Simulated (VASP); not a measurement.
# Al in VASP: single point with r2SCAN

Aim: the single point of Al with r2SCAN.

All numbers are computed with VASP 6.6.1; they aren't measurements. Logs are shortened: lines on timing, memory, paths and dates and some standing lists are left out, and cuts for length are marked.

## 1. The cell of the first run

The cell holds a slab with vacuum, 8 atoms: a = 3.992 Å, b = 3.992 Å, c = 22.988 Å, α = 90.00°, β = 90.00°, γ = 90.00°.

## 2. Single point, r2SCAN

The input, POSCAR:

```
Al
1.0
    3.9920061281      0.0000000000      0.0000000000
    0.0000000000      3.9920061281      0.0000000000
    0.0000000000      0.0000000000     22.9880091922
Al
8
Direct
    0.0000000000      0.5000000000      0.3697579868
    0.5000000000      0.0000000000      0.3697579868
    0.5000000000      0.5000000000      0.4565859956
    0.0000000000      0.0000000000      0.4565859956
    0.0000000000      0.5000000000      0.5465073608
    0.5000000000      0.0000000000      0.5465073608
    0.5000000000      0.5000000000      0.6343299257
    0.0000000000      0.0000000000      0.6343299257
```

The input, INCAR.step1:

```
SYSTEM = Al
PREC = Accurate
ENCUT = 520
ISMEAR = 0
SIGMA = 0.1
LREAL = .FALSE.
LASPH = .TRUE.
NELM = 60
LDIPOL = .TRUE.
IDIPOL = 3
DIPOL = 0.5 0.5 0.502
NBANDS = 22
GGA = PE
ALGO = Normal
EDIFF = 1E-4
LWAVE = .TRUE.
LCHARG = .FALSE.
```

The input, INCAR.step2:

```
SYSTEM = Al
PREC = Accurate
ENCUT = 520
EDIFF = 1E-6
ISMEAR = 0
SIGMA = 0.1
LREAL = .FALSE.
LASPH = .TRUE.
NELM = 60
ALGO = Normal
ISIF = 2
LWAVE = .FALSE.
LCHARG = .FALSE.
LDIPOL = .TRUE.
IDIPOL = 3
DIPOL = 0.5 0.5 0.502
METAGGA = R2SCAN
LMIXTAU = .TRUE.
NBANDS = 22
ISTART = 1
```

The input, KPOINTS:

```
Automatic mesh
0
G
  7 7 1
  0 0 0
```

Potentials or basis: VASP PAW PBE potentials, release 64 (Al).

The run is started by

```bash
$ cat potpaw_PBE.64/Al/POTCAR > POTCAR
$ cp INCAR.step1 INCAR
$ mpirun -np 1 vasp_std > vasp.out
$ cp INCAR.step2 INCAR
$ mpirun -np 1 vasp_std > vasp.out
```

OUTCAR:

```text
SYSTEM = Al
   PREC = Accurate
   ENCUT = 520
   EDIFF = 1E-6
   ISMEAR = 0
   LREAL = .FALSE.
   LASPH = .TRUE.
   NELM = 60
   ISIF = 2
   METAGGA = R2SCAN
   ISTART = 1

 ion  position               nearest neighbor table
   1  0.000  0.500  0.370-   2 2.82   2 2.82   2 2.82   2 2.82   4 2.82   4 2.82   3 2.82   3 2.82

   2  0.500  0.000  0.370-   1 2.82   1 2.82   1 2.82   1 2.82   3 2.82   4 2.82   4 2.82   3 2.82

   3  0.500  0.500  0.457-   4 2.82   4 2.82   4 2.82   4 2.82   2 2.82   1 2.82   1 2.82   2 2.82
                             5 2.87   6 2.87   5 2.87   6 2.87
   4  0.000  0.000  0.457-   3 2.82   3 2.82   3 2.82   3 2.82   2 2.82   2 2.82   1 2.82   1 2.82
                             5 2.87   6 2.87   6 2.87   5 2.87
   5  0.000  0.500  0.547-   6 2.82   6 2.82   6 2.82   6 2.82   8 2.84   8 2.84   7 2.84   7 2.84
                             3 2.87   4 2.87   4 2.87   3 2.87
   6  0.500  0.000  0.547-   5 2.82   5 2.82   5 2.82   5 2.82   7 2.84   8 2.84   8 2.84   7 2.84
                             4 2.87   3 2.87   4 2.87   3 2.87
   7  0.500  0.500  0.634-   8 2.82   8 2.82   8 2.82   8 2.82   6 2.84   5 2.84   5 2.84   6 2.84
[... 9 lines left out ...]
 A1 = (   3.9920061281,   0.0000000000,   0.0000000000)
 A2 = (   0.0000000000,   3.9920061281,   0.0000000000)
 A3 = (   0.0000000000,   0.0000000000,  22.9880091922)

Analysis of symmetry for initial positions (statically):
=====================================================================
 Subroutine PRICEL returns following result:

  LATTYP: Found a simple tetragonal cell.
 ALAT       =     2.8227746037
 C/A-ratio  =     8.1437636437

  Lattice vectors:

 A1 = (   1.9960030640,  -1.9960030640,   0.0000000000)
 A2 = (   1.9960030640,   1.9960030641,   0.0000000000)
 A3 = (   0.0000000000,   0.0000000000,  22.9880091922)

   2 primitive cells build up your supercell.

 Routine SETGRP: Setting up the symmetry group for a
 simple tetragonal supercell.

 Subroutine GETGRP returns: Found  8 space group operations
 (whereof  8 operations were pure point group operations)
 out of a pool of 16 trial point group operations.

The static configuration has the point symmetry C_4v.

Analysis of symmetry for dynamics (positions and initial velocities):
=====================================================================
 Subroutine PRICEL returns following result:

  LATTYP: Found a simple tetragonal cell.
 ALAT       =     2.8227746037
 C/A-ratio  =     8.1437636437

  Lattice vectors:

[... 114 lines left out ...]
   NUPDOWN=      -1.0000    fix difference up-down
   EMIN   =  10.00;   EMAX   =-10.00  energy-range for DOS
   EFERMI =   0.00;   METHOD = LEGACY
   ISMEAR =     0;   SIGMA  =   0.10  broadening in eV -4-tet -1-fermi 0-gaus
   EFERMI_NEDOS =   21; number of points for ismear=-14 and -15
   IALGO  =     38    algorithm
   IMIX   =      4    mixing-type and parameters
     AMIX     =   0.40;   BMIX     =  1.00
     AMIX_MAG =   1.60;   BMIX_MAG =  1.00
  volume/ion in A,a.u.               =      45.79       309.02
  Fermi-wavevector in a.u.,A,eV,Ry     =   0.659960  1.247143  5.925972  0.435547
  Thomas-Fermi vector in A             =   1.732258
   LORBIT       =      0    0 simple, 1 ext, 2 COOP (PROOUT), +10 PAW based schemes
   METAGGA = R2SCAN    functional components
   LHFCALC =     F    Hartree Fock is set to
   AEXX    =    0.0000 exact exchange contribution
   IVDW    =     0    specifies the selected vdW correction
   LEPSILON=     F    determine dielectric tensor
   LRPA    =     F    only Hartree local field effects (RPA)
 non-spin polarized calculation
 Gauss-broadening in eV      SIGMA  =   0.10
  energy-cutoff  :      520.00
  volume of cell :      366.34
 maximum number of plane-waves:      9973
 NGX is ok and might be reduce to    30
   NGX = 15   NGY = 15   NGZ = 85

 dipolmoment           0.000000      0.000000      0.012812 electrons x Angstroem

 number of electron      24.0000000 magnetization

 dipolmoment           0.000000      0.000000     -0.000678 electrons x Angstroem

 Free energy of the ion-electron system (eV)
  ---------------------------------------------------
  ext. energy  EPLUGINS =         0.00000000
  ---------------------------------------------------
  free energy    TOTEN  =       -51.69133188 eV

  energy without entropy =      -51.67065006  energy(sigma->0) =      -51.68099097

 E-fermi :   0.2147     XC(G=0):  -4.6468

 val. band max:        0.0780456594   @ k =   0.4286   0.1429   0.0000
 cond. band min:       0.2390936827   @ k =   0.4286   0.4286   0.0000
 fundamental gap:      0.1610480233
 Fermi energy:         0.2147196326

 k-point     1 :       0.0000    0.0000    0.0000
  band No.  band energies     occupation
      1     -11.3508      2.00000
      2      -9.9257      2.00000
      3      -7.5820      2.00000
      4      -4.5790      2.00000
      5      -2.5301      2.00000
      6      -2.5301      2.00000
[... 239 lines left out ...]
     21       5.2830      0.00000
     22       6.4705      0.00000

------------------------ aborting loop because EDIFF is reached ----------------------------------------

 vacuum level on the upper side and lower side of the slab       (xc-potential included)        -0.030        -0.030

  FORCE on cell =-STRESS in cart. coord.  units (eV):
  Direction    XX          YY          ZZ          XY          YZ          ZX
  --------------------------------------------------------------------------------------
  -------------------------------------------------------------------------------------
  Total       -4.2538333     -4.2538333      0.2005120      0.0000000      0.0000000      0.0000000
  in kB      -18.6040410    -18.6040410      0.8769347      0.0000000      0.0000000      0.0000000
  external PRESSURE =     -12.1103824 kB  Pullay stress =       0.0000000 kB

 VOLUME and BASIS-vectors are now :
 -----------------------------------------------------------------------------
  energy-cutoff  :      520.00
  volume of cell :      366.34
      direct lattice vectors                 reciprocal lattice vectors
     3.992006128  0.000000000  0.000000000     0.250500617  0.000000000  0.000000000
     0.000000000  3.992006128  0.000000000     0.000000000  0.250500617  0.000000000
     0.000000000  0.000000000 22.988009192     0.000000000  0.000000000  0.043500940

 POSITION                                       TOTAL-FORCE (eV/Angst)
 -----------------------------------------------------------------------------------
      0.00000      1.99600      8.50000        -0.000000     -0.000000     -0.070769
      1.99600      0.00000      8.50000        -0.000000     -0.000000     -0.070769
      1.99600      1.99600     10.49600        -0.000000      0.000000      0.080859
      0.00000      0.00000     10.49600        -0.000000     -0.000000      0.080859
      0.00000      1.99600     12.56312         0.000000      0.000000      0.000056
      1.99600      0.00000     12.56312         0.000000      0.000000      0.000056
      1.99600      1.99600     14.58198         0.000000     -0.000000     -0.010145
      0.00000      0.00000     14.58198        -0.000000     -0.000000     -0.010145
 -----------------------------------------------------------------------------------
    total drift:                                0.000000     -0.000000     -0.001511

  FREE ENERGIE OF THE ION-ELECTRON SYSTEM (eV)
  ---------------------------------------------------
  free  energy   TOTEN  =       -51.6913318833 eV

  energy  without entropy=      -51.6706500638  energy(sigma->0) =      -51.68099097

 vacuum level on the upper side and lower side of the slab         4.487         4.490
```

OUTCAR.step1:

```text
SYSTEM = Al
   PREC = Accurate
   ENCUT = 520
   ISMEAR = 0
   LREAL = .FALSE.
   LASPH = .TRUE.
   NELM = 60
   GGA = PE
[... 505 lines left out ...]
      1.99600      1.99600     14.58198         0.000000     -0.000000      0.160526
      0.00000      0.00000     14.58198         0.000000     -0.000000      0.160526
 -----------------------------------------------------------------------------------
    total drift:                               -0.000000      0.000000     -0.000759

  FREE ENERGIE OF THE ION-ELECTRON SYSTEM (eV)
  ---------------------------------------------------
  free  energy   TOTEN  =       -28.0505629059 eV

  energy  without entropy=      -28.0293784043  energy(sigma->0) =      -28.03997066

 vacuum level on the upper side and lower side of the slab         3.876         4.246
```

OSZICAR.step1:

```text
N       E                     dE             d eps       ncg     rms          rms(c)
DAV:   1     0.686373303077E+02    0.68637E+02   -0.74196E+03   440   0.770E+02
DAV:   2    -0.249606480215E+02   -0.93598E+02   -0.90682E+02   642   0.128E+02
DAV:   3    -0.291662127436E+02   -0.42056E+01   -0.41290E+01   556   0.271E+01
DAV:   4    -0.293630378401E+02   -0.19683E+00   -0.19670E+00   764   0.718E+00
DAV:   5    -0.293656994152E+02   -0.26616E-02   -0.26615E-02   702   0.760E-01    0.425E+00
DAV:   6    -0.282621966122E+02    0.11035E+01   -0.35896E+00   562   0.615E+00    0.232E+00
DAV:   7    -0.281325960795E+02    0.12960E+00   -0.54537E-01   542   0.299E+00    0.125E+00
DAV:   8    -0.282435056670E+02   -0.11091E+00   -0.21171E+00   530   0.438E+00    0.107E+00
DAV:   9    -0.280537295090E+02    0.18978E+00   -0.14128E+00   548   0.357E+00    0.297E-01
DAV:  10    -0.280496233392E+02    0.41062E-02   -0.40802E-02   518   0.838E-01    0.261E-01
DAV:  11    -0.280496167096E+02    0.66296E-05   -0.24225E-03   686   0.231E-01    0.245E-01
DAV:  12    -0.280491282759E+02    0.48843E-03   -0.50090E-04   548   0.850E-02    0.117E-01
DAV:  13    -0.280487099229E+02    0.41835E-03   -0.13713E-03   536   0.114E-01    0.637E-02
DAV:  14    -0.280494293654E+02   -0.71944E-03   -0.35791E-04   484   0.661E-02    0.482E-02
DAV:  15    -0.280501266427E+02   -0.69728E-03   -0.13504E-04   402   0.473E-02    0.230E-02
DAV:  16    -0.280504399376E+02   -0.31329E-03   -0.30005E-05   354   0.280E-02    0.254E-02
DAV:  17    -0.280505446671E+02   -0.10473E-03   -0.20024E-05   356   0.165E-02    0.154E-02
DAV:  18    -0.280505629059E+02   -0.18239E-04   -0.70737E-06   420   0.912E-03
   1 F= -.28050563E+02 E0= -.28039971E+02  d E =-.211845E-01
```

Run time: 15 min. Hardware: 1 thread of Intel Xeon 8259CL, shared host; peak memory 0.44 GiB.

Results:

- Free energy: -51.6913 eV
- Largest force: 0.081 eV/Å
- Band gap on the k mesh: zero (bands 12 and 13 overlap by 2.33 eV)

Forces in eV/Å, atoms in the order of the input:
```
Al   0.000  0.000 -0.071
Al   0.000  0.000 -0.071
Al   0.000  0.000  0.081
Al   0.000  0.000  0.081
Al   0.000  0.000  0.000
Al   0.000  0.000  0.000
Al   0.000  0.000 -0.010
Al   0.000  0.000 -0.010
```

Caveat: the PAW data sets were made with another functional, which shifts forces and pressure a little.
